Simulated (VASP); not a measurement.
Write the native input for VASP 6.6.1 that does the following.

```yaml
Task: relaxation of cell and atoms
Functional: PBE
Potentials_or_basis: VASP PAW PBE potentials, release 64 (Cd, Co)
Cutoff: 600 eV
k_mesh: 4 × 4 × 4
Occupations: gaussian, width 0.1 eV
Spin: collinear spin, ferromagnetic start
Starting_moments: "[0.0, 0.0, 1.67, 1.67, 1.67, 1.67] μB"
Dipole_correction: no
Further_INCAR_settings: ALGO = Fast; EDIFF = 1e-06; IBRION = 2; EDIFFG = -0.04; NSW = 90; ISIF = 3
```

The structure of CdCo2 lies in POSCAR:

```
CdCo2
1.0
    0.0000000000      3.5384218881      3.5384218881
    3.5384218881      0.0000000000      3.5384218881
    3.5384218881      3.5384218881      0.0000000000
Cd Co
2 4
Direct
    0.0000000000      0.0000000000      0.0000000000
    0.2500000000      0.2500000000      0.2500000000
    0.6250000000      0.6250000000      0.6250000000
    0.1250000000      0.6250000000      0.6250000000
    0.6250000000      0.6250000000      0.1250000000
    0.6250000000      0.1250000000      0.6250000000
```

These files were run (other wordings do the same):

INCAR

```
SYSTEM = CdCo2
PREC = Accurate ; ENCUT = 600
EDIFF = 1E-6 ; ISMEAR = 0
SIGMA = 0.1 ; LREAL = .False.
LASPH = .True. ; NELM = 150
ALGO = Fast ; ISIF = 3
LWAVE = .False. ; LCHARG = .False.
ISPIN = 2 ; MAGMOM = 0 0 1.67 1.67 1.67 1.67
LORBIT = 11 ; LMAXMIX = 4
GGA = PE ; IBRION = 2
NSW = 90 ; EDIFFG = -0.04
```

KPOINTS

```
Automatic mesh
0
Gamma
  4 4 4
  0 0 0
```

Potentials or basis: VASP PAW PBE potentials, release 64 (Cd, Co).

The run is started by

```sh
$ cat potpaw_PBE.64/Cd/POTCAR potpaw_PBE.64/Co/POTCAR > POTCAR
$ mpirun -np 1 vasp_std > vasp.out
```

Results of the run:

* Relaxed volume: 13.87 Å³/atom
* Relaxed cell: a = 4.901 Å, b = 4.901 Å, c = 4.901 Å, α = 60.00°, β = 60.00°, γ = 60.00°
* Space group after relaxing (to 0.1 Å): Fd-3m (No. 227)
* Energy gained by relaxing: 22.7 meV/atom
* Ionic steps: 3
* Pressure after relaxing: 0.0 GPa
* Net moment: 5.47 μB per cell
* Site moments: Cd -0.07; Co +1.45 μB
* Valence electrons inside the program's atomic spheres: Cd 10.37; Co 8.18

Caveat: the k points lie up to 0.39 Å⁻¹ apart in the final cell.

Wall time 3.3 min on 1 thread of Intel(R) Xeon(R) Platinum 8488C (Sapphire Rapids) (shared host), peak memory 0.31 GiB.
